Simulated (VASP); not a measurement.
A run of VASP 6.6.1:

Contents of POSCAR:

```
NaGeCl3
1.0
    5.1908704749      0.0000000000      0.0000000000
    0.0000000000      5.1908704749      0.0000000000
    0.0000000000      0.0000000000      5.1908704749
Na Ge Cl
1 1 3
Direct
    0.0000000000      0.0000000000      0.0000000000
    0.5000000000      0.5000000000      0.5000000000
    0.5000000000      0.5000000000      0.0000000000
    0.5000000000      0.0000000000      0.5000000000
    0.0000000000      0.5000000000      0.5000000000
```

Contents of INCAR.step1:

```
SYSTEM = NaGeCl3
PREC = Accurate
ENCUT = 520
ISMEAR = 0
SIGMA = 0.01
LREAL = .FALSE.
LASPH = .TRUE.
NELM = 100
NBANDS = 29
GGA = PE
ALGO = Normal
EDIFF = 1E-4
LWAVE = .TRUE.
LCHARG = .FALSE.
```

The input INCAR.step2:

```
SYSTEM = NaGeCl3
PREC = Accurate
ENCUT = 520
EDIFF = 1E-7
ISMEAR = 0
SIGMA = 0.01
LREAL = .FALSE.
LASPH = .TRUE.
NELM = 100
ALGO = Normal
ISIF = 2
LWAVE = .FALSE.
LCHARG = .FALSE.
METAGGA = R2SCAN
LMIXTAU = .TRUE.
NBANDS = 29
ISTART = 1
```

Contents of KPOINTS:

```
regular mesh
0
G
  6 6 6
  0 0 0
```

Potentials or basis: VASP PAW PBE potentials, release 64 (Na_pv, Ge_d, Cl).

Command:

```sh
$ cat potpaw_PBE.64/Na_pv/POTCAR potpaw_PBE.64/Ge_d/POTCAR potpaw_PBE.64/Cl/POTCAR > POTCAR
$ cp INCAR.step1 INCAR
$ mpirun -np 1 vasp_std > vasp.out
$ cp INCAR.step2 INCAR
$ mpirun -np 1 vasp_std > vasp.out
```

Hardware: 1 thread of Intel(R) Xeon(R) 6975P-C (Granite Rapids), on a shared host.

Task: Estimate the wall time of this run.

Result: Run time: 2.3 min on 1 thread of Intel(R) Xeon(R) 6975P-C (Granite Rapids), with other jobs on the host, peak memory 0.29 GiB. Counts: k points 20.
